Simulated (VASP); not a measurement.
Wanted: the native input for a VASP 6.6.1 run.

```yaml
Task: single point
Functional: PBE
Potentials_or_basis: VASP PAW PBE potentials, release 64 (Te)
Cutoff: 520 eV
k_mesh: 14 × 14 × 14
Occupations: fermi-dirac, width 0.08 eV
Spin: no spin polarisation
Dipole_correction: no
Further_INCAR_settings: ALGO = Normal; EDIFF = 1e-07; NBANDS = 9
```

The structure of Te lies in POSCAR:

```
Te
1.0
   -1.9094265695      1.9094265695      1.9094265695
    1.9094265695     -1.9094265695      1.9094265695
    1.9094265695      1.9094265695     -1.9094265695
Te
1
Direct
    0.0000000000      0.0000000000      0.0000000000
```

This isn't the form of Te at room conditions, which is trigonal, of chains.

One way to write it, as run:

INCAR

```
SYSTEM = Te
  PREC = Accurate
  ENCUT = 520
  EDIFF = 1E-7
  ISMEAR = -1
  SIGMA = 0.08
  LREAL = .FALSE.
  LASPH = .TRUE.
  NELM = 80
  ALGO = Normal
  ISIF = 2
  LWAVE = .FALSE.
  LCHARG = .FALSE.
  GGA = PE
  NBANDS = 9
```

KPOINTS

```
regular mesh
0
G
  14 14 14
  0 0 0
```

Potentials or basis: VASP PAW PBE potentials, release 64 (Te).

The run is started by

```sh
$ cat potpaw_PBE.64/Te/POTCAR > POTCAR
$ mpirun -np 1 vasp_std > vasp.out
```

Results of the run:

The pressure is 1.5 GPa and the band gap on the k mesh is zero (bands 3 and 4 overlap by 6.12 eV).

Caveat: spin-orbit coupling is left out, which moves the levels of the heavy elements.

Wall time 18 s on 1 thread of AMD EPYC 9R45 (Zen 5), on a shared host, peak memory 0.14 GiB.
